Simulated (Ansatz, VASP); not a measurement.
**Pb: VASP beside Ansatz**

The input INCAR:

```
SYSTEM = Pb
PREC = Accurate
ENCUT = 500
EDIFF = 1E-6
ISMEAR = -1
SIGMA = 0.05
LREAL = .False.
LASPH = .True.
NELM = 120
ALGO = Normal
ISIF = 2
LWAVE = .False.
LCHARG = .True.
GGA = PE
LELF = .True.
LVHAR = .True.
NBANDS = 13
GGA_COMPAT = .False.
```

KPOINTS

```
regular mesh
0
Gamma
  12 12 12
  0 0 0
```

The input POSCAR:

```
Pb
1.0
    0.0000000000      2.4902124959      2.4902124959
    2.4902124959      0.0000000000      2.4902124959
    2.4902124959      2.4902124959      0.0000000000
Pb
1
Direct
    0.0000000000      0.0000000000      0.0000000000
```

Input for Ansatz:

```yaml
crystal:
  lattice:
    - [0.0, 2.4902124959, 2.4902124959]
    - [2.4902124959, 0.0, 2.4902124959]
    - [2.4902124959, 2.4902124959, 0.0]
  atoms:
    - { symbol: Pb, position: [0.0, 0.0, 0.0] }
kpoints:
  mp_grid: { grid: [12, 12, 12] }
scf:
  occupations: { method: fermi_dirac, width: 0.05 }
hamiltonian:
  xc: pbe
  pseudopotentials: { kind: all_electron, lapw: { basis_error: 0.00025 } }
output:
  forces: true
  stress: true
  eigenvalues: true
```

Change from the starting cell: volume scaled by 1.025.

Alike in both runs: task single point; functional PBE; k mesh 12 × 12 × 12; occupations fermi-dirac, width 0.05 eV; no spin polarisation.

```csv
,VASP,Ansatz
version,VASP 6.6.1,Ansatz 0.2.0
potentials or method,"VASP PAW PBE potentials, release 64 (Pb_d), cutoff 500 eV","all-electron LAPW, scalar-relativistic"
```

```csv
,VASP,Ansatz,Ansatz less VASP
pressure (GPa),1.8,1.8,+0.05
```

Ansatz ran all-electron here, and VASP with PAW potentials.

Neither program's run includes spin-orbit coupling.
